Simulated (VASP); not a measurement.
# OsI3 (Pm-3m) in VASP: a series of runs

The runs below take OsI3 through single point, with PBE+U.

Program: VASP 6.6.1. These are calculated values, not measurements. Logs are shortened: lines on timing, memory, paths and dates and some standing lists are left out, and cuts for length are marked.

**1. The cell of the first run**

The structure is cubic, space group Pm-3m (No. 221). Conventional cell: a = 5.537 Å, b = 5.537 Å, c = 5.537 Å, α = 90.00°, β = 90.00°, γ = 90.00°. Os (site symmetry m-3m) has 6 I at 2.77 Å within 3.6 Å. Within 3.6 Å of I (site symmetry 4/mmm) lie 2 Os at 2.77 Å.

**2. Single point, PBE+U, collinear spin, ferromagnetic start**

INCAR

```
SYSTEM = OsI3
PREC     = Accurate       ! precision mode
ENCUT    = 520            ! plane-wave cutoff, eV
EDIFF    = 1E-6           ! SCF threshold, eV
ISMEAR   = 0              ! smearing method
SIGMA    = 0.05           ! smearing width, eV
LREAL    = .False.        ! projectors in reciprocal space
LASPH    = .True.         ! aspherical terms in the spheres
NELM     = 150            ! most SCF steps
ALGO     = Normal         ! electronic algorithm
ISIF     = 2              ! what is computed and relaxed
LWAVE    = .False.        ! write WAVECAR
LCHARG   = .False.        ! write CHGCAR
ISPIN    = 2              ! spin polarisation
MAGMOM   = 1.94 0 0 0     ! initial moments
LORBIT   = 11             ! projections on sites
LMAXMIX  = 4              ! l up to which the mixer works
LDAU     = .True.         ! DFT+U
LDAUTYPE = 2            
LDAUL    = 2 -1           ! shell
LDAUU    = 2 0            ! U, eV
LDAUJ    = 0 0          
LDAUPRINT= 1            
GGA      = PE             ! functional
NBANDS   = 26             ! bands
```

KPOINTS

```
Automatic mesh
0
Gamma
  4 4 4
  0 0 0
```

POSCAR

```
OsI3
1.0
    5.5370319512      0.0000000000      0.0000000000
    0.0000000000      5.5370319512      0.0000000000
    0.0000000000      0.0000000000      5.5370319512
Os I
1 3
Direct
    0.0000000000      0.0000000000      0.0000000000
    0.5000000000      0.0000000000      0.0000000000
    0.0000000000      0.0000000000      0.5000000000
    0.0000000000      0.5000000000      0.0000000000
```

Potentials or basis: VASP PAW PBE potentials, release 64 (Os, I).

Command:

```console
$ cat potpaw_PBE.64/Os/POTCAR potpaw_PBE.64/I/POTCAR > POTCAR
$ mpirun -np 1 vasp_std > vasp.out
```

OUTCAR:

```text
SYSTEM = OsI3
   PREC = Accurate
   ENCUT = 520
   EDIFF = 1E-6
   ISMEAR = 0
   LREAL = .False.
   LASPH = .True.
   NELM = 150
   ISIF = 2
   ISPIN = 2
   LORBIT = 11
   GGA = PE

 ion  position               nearest neighbor table
   1  0.000  0.000  0.000-   2 2.77   3 2.77   4 2.77   3 2.77   4 2.77   2 2.77
   2  0.500  0.000  0.000-   1 2.77   1 2.77
   3  0.000  0.000  0.500-   1 2.77   1 2.77
   4  0.000  0.500  0.000-   1 2.77   1 2.77

  LATTYP: Found a simple cubic cell.
 ALAT       =     5.5370319512

  Lattice vectors:

 A1 = (   5.5370319512,   0.0000000000,   0.0000000000)
 A2 = (   0.0000000000,   5.5370319512,   0.0000000000)
 A3 = (   0.0000000000,   0.0000000000,   5.5370319512)

Analysis of symmetry for initial positions (statically):
=====================================================================
 Subroutine PRICEL returns:
 Original cell was already a primitive cell.

 Routine SETGRP: Setting up the symmetry group for a
 simple cubic supercell.

 Subroutine GETGRP returns: Found 48 space group operations
 (whereof 48 operations were pure point group operations)
 out of a pool of 48 trial point group operations.

The static configuration has the point symmetry O_h .

Analysis of symmetry for dynamics (positions and initial velocities):
=====================================================================
 Subroutine PRICEL returns:
 Original cell was already a primitive cell.

 Routine SETGRP: Setting up the symmetry group for a
 simple cubic supercell.

 Subroutine GETGRP returns: Found 48 space group operations
 (whereof 48 operations were pure point group operations)
 out of a pool of 48 trial point group operations.

The dynamic configuration has the point symmetry O_h .

Analysis of structural, dynamic, and magnetic symmetry:
=====================================================================
 Subroutine PRICEL returns:
 Original cell was already a primitive cell.

 Routine SETGRP: Setting up the symmetry group for a
 simple cubic supercell.

 Subroutine GETGRP returns: Found 48 space group operations
 (whereof 48 operations were pure point group operations)
 out of a pool of 48 trial point group operations.

The overall configuration has the point symmetry O_h .

 Subroutine INISYM returns: Found 48 space group operations
 (whereof 48 operations are pure point group operations),
 and found     1 'primitive' translations

----------------------------------------------------------------------------------------

                                     Primitive cell

  volume of cell :     169.7583

  direct lattice vectors                    reciprocal lattice vectors
     5.537031951  0.000000000  0.000000000     0.180602173  0.000000000  0.000000000
     0.000000000  5.537031951  0.000000000     0.000000000  0.180602173  0.000000000
     0.000000000  0.000000000  5.537031951     0.000000000  0.000000000  0.180602173

  length of vectors
     5.537031951  5.537031951  5.537031951     0.180602173  0.180602173  0.180602173

  position of ions in fractional coordinates (direct lattice)
     0.000000000  0.000000000  0.000000000
     0.500000000  0.000000000  0.000000000
     0.000000000  0.000000000  0.500000000
     0.000000000  0.500000000  0.000000000

  ion indices of the primitive-cell ions
   primitive index   ion index
                 1           1
                 2           2
                 3           3
                 4           4

----------------------------------------------------------------------------------------

 KPOINTS: Automatic mesh

Automatic generation of k-mesh.
 Grid dimensions read from file:
 generate k-points for:    4    4    4

 Generating k-lattice:

[... 64 lines left out ...]
   IMIX   =      4    mixing-type and parameters
     AMIX     =   0.40;   BMIX     =  1.00
     AMIX_MAG =   1.60;   BMIX_MAG =  1.00
  volume/ion in A,a.u.               =      42.44       286.40
  Fermi-wavevector in a.u.,A,eV,Ry     =   0.908372  1.716574 11.226710  0.825140
  Thomas-Fermi vector in A             =   2.032291
   LORBIT       =     11    0 simple, 1 ext, 2 COOP (PROOUT), +10 PAW based schemes
 LDA+U is selected, type is set to LDAUTYPE =  2
   angular momentum for each species LDAUL =     2   -1
   U (eV)           for each species LDAUU =   2.0  0.0
   J (eV)           for each species LDAUJ =   0.0  0.0
   GGA     = PE    functional components
   LHFCALC =     F    Hartree Fock is set to
   AEXX    =    0.0000 exact exchange contribution
   IVDW    =     0    specifies the selected vdW correction
   LEPSILON=     F    determine dielectric tensor
   LRPA    =     F    only Hartree local field effects (RPA)
 spin polarized calculation
 Gauss-broadening in eV      SIGMA  =   0.05
  energy-cutoff  :      520.00
  volume of cell :      169.76
 maximum number of plane-waves:      4632
 NGX is ok and might be reduce to    42
   NGX = 21   NGY = 21   NGZ = 21

atom =   1  type =  1  l = 2

 onsite density matrix

spin component  1

  0.9336  0.0000 -0.0000  0.0000  0.0000
  0.0000  0.9336 -0.0000  0.0000 -0.0000
 -0.0000 -0.0000  0.6438  0.0000  0.0000
  0.0000  0.0000  0.0000  0.9336  0.0000
  0.0000 -0.0000  0.0000  0.0000  0.6438

spin component  2

  0.2901 -0.0000  0.0000 -0.0000 -0.0000
 -0.0000  0.2901 -0.0000 -0.0000 -0.0000
  0.0000 -0.0000  0.5813 -0.0000  0.0000
 -0.0000 -0.0000 -0.0000  0.2901  0.0000
 -0.0000 -0.0000  0.0000  0.0000  0.5813

 occupancies and eigenvectors

  o =  0.2901  v =  0.0000  0.0000  0.0000  0.0000  0.0000  0.0000 -0.9978  0.0000 -0.0669 -0.0000      0.0000  0.0000  0.0000  0.0000  0.0000  0.0000  0.0000  0.0000  0.0000  0.0000
  o =  0.2901  v =  0.0000  0.0000  0.0000  0.0000  0.0000  1.0000  0.0000  0.0000  0.0000  0.0000      0.0000  0.0000  0.0000  0.0000  0.0000  0.0000  0.0000  0.0000  0.0000  0.0000
  o =  0.2901  v =  0.0000  0.0000  0.0000  0.0000  0.0000  0.0000 -0.0669  0.0000  0.9978 -0.0000      0.0000  0.0000  0.0000  0.0000  0.0000  0.0000  0.0000  0.0000  0.0000  0.0000
  o =  0.5813  v =  0.0000  0.0000  0.0000  0.0000  0.0000  0.0000 -0.0000 -0.0168  0.0000  0.9999      0.0000  0.0000  0.0000  0.0000  0.0000  0.0000  0.0000  0.0000  0.0000  0.0000
  o =  0.5813  v =  0.0000  0.0000  0.0000  0.0000  0.0000  0.0000 -0.0000 -0.9999  0.0000 -0.0168      0.0000  0.0000  0.0000  0.0000  0.0000  0.0000  0.0000  0.0000  0.0000  0.0000
  o =  0.6438  v =  0.0000  0.0000 -0.0138 -0.0000  0.9999  0.0000  0.0000  0.0000  0.0000  0.0000      0.0000  0.0000  0.0000  0.0000  0.0000  0.0000  0.0000  0.0000  0.0000  0.0000
  o =  0.6438  v =  0.0000 -0.0000  0.9999  0.0000  0.0138  0.0000  0.0000  0.0000  0.0000  0.0000      0.0000  0.0000  0.0000  0.0000  0.0000  0.0000  0.0000  0.0000  0.0000  0.0000
  o =  0.9336  v =  0.0000  0.0687  0.0000 -0.9976 -0.0000  0.0000  0.0000  0.0000  0.0000  0.0000      0.0000  0.0000  0.0000  0.0000  0.0000  0.0000  0.0000  0.0000  0.0000  0.0000
  o =  0.9336  v =  0.0000  0.9976  0.0000  0.0687 -0.0000  0.0000  0.0000  0.0000  0.0000  0.0000      0.0000  0.0000  0.0000  0.0000  0.0000  0.0000  0.0000  0.0000  0.0000  0.0000
  o =  0.9336  v =  1.0000  0.0000  0.0000  0.0000  0.0000  0.0000  0.0000  0.0000  0.0000  0.0000      0.0000  0.0000  0.0000  0.0000  0.0000  0.0000  0.0000  0.0000  0.0000  0.0000

 number of electron      28.9999999 magnetization       2.4999636

 Free energy of the ion-electron system (eV)
  ---------------------------------------------------
  ext. energy  EPLUGINS =         0.00000000
  ---------------------------------------------------
  free energy    TOTEN  =       -11.47801814 eV

  energy without entropy =      -11.46635993  energy(sigma->0) =      -11.47218903

 E-fermi :   2.2581     XC(G=0):  -7.6154

 val. band max:        2.1418786929   @ k =   0.0000   0.0000   0.0000
 cond. band min:       2.2636575750   @ k =   0.2500   0.0000   0.0000
 fundamental gap:      0.1217788820
 Fermi energy:         2.2580555505

 spin component 1

 k-point     1 :       0.0000    0.0000    0.0000
  band No.  band energies     occupation
      1     -11.2971      1.00000
      2     -10.2751      1.00000
      3     -10.2751      1.00000
      4      -2.0165      1.00000
      5      -2.0165      1.00000
      6      -2.0165      1.00000
[... 279 lines left out ...]
     25      10.2040      0.00000
     26      10.7696      0.00000
 Fermi energy:         2.2580555505

 spin component 2

 k-point     1 :       0.0000    0.0000    0.0000
  band No.  band energies     occupation
      1     -11.1761      1.00000
      2     -10.1540      1.00000
      3     -10.1539      1.00000
      4      -1.9461      1.00000
      5      -1.9461      1.00000
      6      -1.9461      1.00000
[... 279 lines left out ...]
     25      10.6938      0.00000
     26      10.9124      0.00000

------------------------ aborting loop because EDIFF is reached ----------------------------------------

  FORCE on cell =-STRESS in cart. coord.  units (eV):
  Direction    XX          YY          ZZ          XY          YZ          ZX
  --------------------------------------------------------------------------------------
  -------------------------------------------------------------------------------------
  Total        0.3251336      0.3251336      0.3251336      0.0000000     -0.0000000     -0.0000000
  in kB        3.0686072      3.0686072      3.0686072      0.0000000     -0.0000000     -0.0000000
  external PRESSURE =       3.0686072 kB  Pullay stress =       0.0000000 kB

 VOLUME and BASIS-vectors are now :
 -----------------------------------------------------------------------------
  energy-cutoff  :      520.00
  volume of cell :      169.76
      direct lattice vectors                 reciprocal lattice vectors
     5.537031951  0.000000000  0.000000000     0.180602173  0.000000000  0.000000000
     0.000000000  5.537031951  0.000000000     0.000000000  0.180602173  0.000000000
     0.000000000  0.000000000  5.537031951     0.000000000  0.000000000  0.180602173

 POSITION                                       TOTAL-FORCE (eV/Angst)
 -----------------------------------------------------------------------------------
      0.00000      0.00000      0.00000         0.000000      0.000000      0.000000
      2.76852      0.00000      0.00000         0.000000      0.000000      0.000000
      0.00000      0.00000      2.76852         0.000000      0.000000      0.000000
      0.00000      2.76852      0.00000         0.000000      0.000000      0.000000
 -----------------------------------------------------------------------------------
    total drift:                               -0.000000     -0.000000     -0.000000

  FREE ENERGIE OF THE ION-ELECTRON SYSTEM (eV)
  ---------------------------------------------------
  free  energy   TOTEN  =       -11.4780181430 eV

  energy  without entropy=      -11.4663599257  energy(sigma->0) =      -11.47218903

 total charge

# of ion       s       p       d       tot
------------------------------------------
    1        0.529   0.343   6.062   6.935
    2        1.521   2.707   0.041   4.270
    3        1.521   2.707   0.041   4.270
    4        1.521   2.707   0.041   4.270
--------------------------------------------------
tot          5.093   8.466   6.185  19.743

 magnetization (x)

# of ion       s       p       d       tot
------------------------------------------
    1        0.037   0.007   2.038   2.082
    2        0.005   0.101  -0.001   0.105
    3        0.005   0.101  -0.001   0.105
    4        0.005   0.101  -0.001   0.105
--------------------------------------------------
tot          0.050   0.310   2.035   2.395
```

Wall time 77 s (1 thread of Intel Xeon 6975P-C (Granite Rapids), shared host); peak memory 0.34 GiB.

Results:

```yaml
Free_energy: -11.4780 eV
Pressure: 0.3 GPa
Net_moment: 2.50 μB per cell
Site_moments: Os +2.08; I +0.10 μB
Valence_electrons_inside_the_program's_atomic_spheres: Os 6.93; I 4.27
```

Levels at points of the mesh, in eV from the Fermi level:
Spin up:
```csv
k point,band 12,band 13,band 14,band 15,band 16,band 17,band 18,band 19,band 20,band 21
"(0.00, 0.00, 0.00)",-1.72,-1.72,-1.72,-1.29,-1.29,-1.29,-0.12,4.06,5.84,5.84
"(0.50, 0.00, 0.00)",-1.83,-1.45,-1.45,-1.06,-1.04,-1.04,4.66,5.45,5.49,7.46
"(0.50, 0.50, 0.00)",-1.53,-1.43,-1.02,-1.02,-0.69,3.04,5.42,5.42,6.03,6.13
"(0.50, 0.50, 0.50)",-1.40,-0.68,-0.68,-0.68,3.06,3.06,4.13,4.56,4.56,4.56
```
Spin down:
```tsv
k point	band 11	band 12	band 13	band 14	band 15	band 16
(0.00, 0.00, 0.00)	-1.18	-1.18	-0.96	-0.96	-0.96	-0.96
(0.50, 0.00, 0.00)	-1.32	-1.32	-0.96	-0.95	-0.29	0.54
(0.50, 0.50, 0.00)	-2.12	-0.70	-0.50	0.55	0.55	0.63
(0.50, 0.50, 0.50)	-0.49	-0.49	0.65	0.65	0.65	3.60
```

Eigenvalues of the final occupation matrices:
```
    site  spin  trace               eigenvalues
site 1 d     1   4.09  0.64 0.64 0.93 0.93 0.93
site 1 d     2   2.03  0.29 0.29 0.29 0.58 0.58
```

Caveat: spin-orbit coupling is left out, which moves the levels of the heavy elements. The state reached can hang on the start; a lower one may exist.

**3. Single point, PBE+U, collinear spin, ferromagnetic start**

INCAR

```
PREC = Accurate
ENCUT = 520
EDIFF = 1E-6
ISMEAR = 0
SIGMA = 0.05
LREAL = F
LASPH = T
NELM = 150
ALGO = Normal
ISIF = 2
LWAVE = F
LCHARG = F
ISPIN = 2
MAGMOM = 1.95 0 0 0
LORBIT = 11
LMAXMIX = 4
LDAU = T
LDAUTYPE = 2
LDAUL = 2 -1
LDAUU = 2 0
LDAUJ = 0 0
LDAUPRINT = 1
GGA = PE
NBANDS = 26
```

KPOINTS

```
Automatic mesh
0
Gamma
  4 4 4
```

POSCAR is that of step 2.

Potentials or basis: VASP PAW PBE potentials, release 64 (Os, I).

Command:

```console
$ cat potpaw_PBE.64/Os/POTCAR potpaw_PBE.64/I/POTCAR > POTCAR
$ mpirun -np 1 vasp_std > vasp.out
```

Run time: 98 s. Hardware: 1 thread of Intel Xeon 6975P-C (Granite Rapids), shared host; peak memory 0.33 GiB.

It converged, with:

```yaml
Free_energy: -11.4780 eV
Pressure: 0.3 GPa
Net_moment: 2.50 μB per cell
Site_moments: Os +2.08; I +0.10 μB
Valence_electrons_inside_the_program's_atomic_spheres: Os 6.93; I 4.27
```

Levels at points of the mesh, in eV from the Fermi level:
Spin up:
| k point | band 13 | band 14 | band 15 | band 16 | band 17 | band 18 | band 19 | band 20 |
| --- | --- | --- | --- | --- | --- | --- | --- | --- |
| (0.00, 0.00, 0.00) | -1.72 | -1.72 | -1.29 | -1.29 | -1.29 | -0.12 | 4.06 | 5.84 |
| (0.50, 0.00, 0.00) | -1.45 | -1.45 | -1.06 | -1.04 | -1.04 | 4.66 | 5.45 | 5.49 |
| (0.50, 0.50, 0.00) | -1.43 | -1.02 | -1.02 | -0.69 | 3.04 | 5.42 | 5.42 | 6.03 |
| (0.50, 0.50, 0.50) | -0.68 | -0.68 | -0.68 | 3.06 | 3.06 | 4.13 | 4.56 | 4.56 |
Spin down:
```
           k point  band 10  band 11  band 12  band 13  band 14  band 15  band 16  band 17
(0.00, 0.00, 0.00)    -1.18    -1.18    -1.18    -0.96    -0.96    -0.96    -0.96    -0.96
(0.50, 0.00, 0.00)    -1.78    -1.32    -1.32    -0.96    -0.95    -0.29     0.54     0.54
(0.50, 0.50, 0.00)    -2.12    -2.12    -0.70    -0.50     0.55     0.55     0.63     3.57
(0.50, 0.50, 0.50)    -0.49    -0.49    -0.49     0.65     0.65     0.65     3.60     3.60
```

Eigenvalues of the final occupation matrices:
```csv
site,spin,trace,eigenvalues
site 1 d,1,4.09,0.64 0.64 0.93 0.93 0.93
site 1 d,2,2.03,0.29 0.29 0.29 0.58 0.58
```

Caveat: spin-orbit coupling is left out, which moves the levels of the heavy elements.

**4. Single point, PBE+U, collinear spin, ferromagnetic start**

This run uses another cell than the first one, of 42.80 Å³/atom, 1.008 times its volume.

INCAR

```
SYSTEM = OsI3
  PREC = Accurate
  ENCUT = 520
  EDIFF = 1E-6
  ISMEAR = 0
  SIGMA = 0.05
  LREAL = .FALSE.
  LASPH = .TRUE.
  NELM = 150
  ALGO = Normal
  ISIF = 2
  LWAVE = .FALSE.
  LCHARG = .FALSE.
  ISPIN = 2
  MAGMOM = 1.83 0.12 0.12 0.12
  LORBIT = 11
  LMAXMIX = 4
  LDAU = .TRUE.
  LDAUTYPE = 2
  LDAUL = 2 -1
  LDAUU = 2 0
  LDAUJ = 0 0
  LDAUPRINT = 1
  GGA = PE
  NBANDS = 26
```

KPOINTS

```
Automatic mesh
0
G
  4 4 4
  0 0 0
```

POSCAR

```
OsI3
1.0
    5.5525372398      0.0000000000      0.0000000000
    0.0000000000      5.5525372398      0.0000000000
    0.0000000000      0.0000000000      5.5525372398
Os I
1 3
Direct
    0.0000000000      0.0000000000      0.0000000000
    0.5000000000      0.0000000000      0.0000000000
    0.0000000000      0.0000000000      0.5000000000
    0.0000000000      0.5000000000      0.0000000000
```

Command:

```console
$ cat potpaw_PBE.64/Os/POTCAR potpaw_PBE.64/I/POTCAR > POTCAR
$ mpirun -np 1 vasp_std > vasp.out
```

It took 98 s on 1 thread of Intel Xeon 6975P-C (Granite Rapids), shared host; peak memory 0.33 GiB.

The run converged. Its results:

```
Free energy                                           : -11.4794 eV
Pressure                                              : 0.0 GPa
Net moment                                            : 2.50 μB per cell
Site moments                                          : Os +2.09; I +0.10 μB
Valence electrons inside the program's atomic spheres : Os 6.92; I 4.27
```

Levels at points of the mesh, in eV from the Fermi level:
Spin up:
```tsv
k point	band 13	band 14	band 15	band 16	band 17	band 18	band 19	band 20
(0.00, 0.00, 0.00)	-1.72	-1.72	-1.29	-1.29	-1.29	-0.15	4.06	5.85
(0.50, 0.00, 0.00)	-1.45	-1.45	-1.08	-1.04	-1.04	4.60	5.44	5.49
(0.50, 0.50, 0.00)	-1.43	-1.03	-1.03	-0.69	2.97	5.40	5.40	6.04
(0.50, 0.50, 0.50)	-0.68	-0.68	-0.68	3.00	3.00	4.16	4.54	4.54
```
Spin down:
```csv
k point,band 10,band 11,band 12,band 13,band 14,band 15,band 16,band 17
"(0.00, 0.00, 0.00)",-1.18,-1.18,-1.18,-0.97,-0.97,-0.94,-0.94,-0.94
"(0.50, 0.00, 0.00)",-1.77,-1.32,-1.32,-0.96,-0.93,-0.30,0.54,0.54
"(0.50, 0.50, 0.00)",-2.11,-2.11,-0.71,-0.51,0.54,0.54,0.63,3.51
"(0.50, 0.50, 0.50)",-0.50,-0.50,-0.50,0.65,0.65,0.65,3.54,3.54
```

Eigenvalues of the final occupation matrices:
```csv
site,spin,trace,eigenvalues
site 1 d,1,4.09,0.64 0.64 0.93 0.93 0.93
site 1 d,2,2.02,0.29 0.29 0.29 0.58 0.58
```

Caveat: spin-orbit coupling is left out, which moves the levels of the heavy elements. The state reached can hang on the start; a lower one may exist.
